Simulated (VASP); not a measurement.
The system is BiTe.

```
Bi Te
1.0
     0.00000    3.16896    3.16896
     3.16896    0.00000    3.16896
     3.16896    3.16896    0.00000
Bi Te
1 1
Direct
  0.00000 0.00000 0.00000
  0.50000 0.50000 0.50000
```

Base run:

| Quantity | Value |
| --- | --- |
| Program | VASP 6.6.1 |
| Functional | r2SCAN |
| Potentials or basis | VASP PAW PBE potentials, release 64 (Bi_d, Te) |
| Cutoff | 520 eV |
| k mesh | 7 × 7 × 7 |
| Occupations | fermi-dirac, width 0.05 eV |
| Spin | no spin polarisation |

Its results: band gap on the k mesh zero (an odd number of electrons rules out a gap without spin polarisation); pressure 3.7 GPa.

Task: The run is repeated on the same cell with these changes: functional from r2SCAN to PBE; further incar settings from ALGO = Normal; EDIFF = 1e-06; NBANDS = 18 to ALGO = Normal; EDIFF = 1e-07; NBANDS = 18. What comes out?

Result: Band gap on the k mesh zero (an odd number of electrons rules out a gap without spin polarisation); pressure 4.5 GPa.

Caveats: the cell stands under pressure; spin-orbit coupling is left out, which moves the levels of the heavy elements; the PAW data sets were made with another functional, which shifts forces and pressure a little (at least some runs).
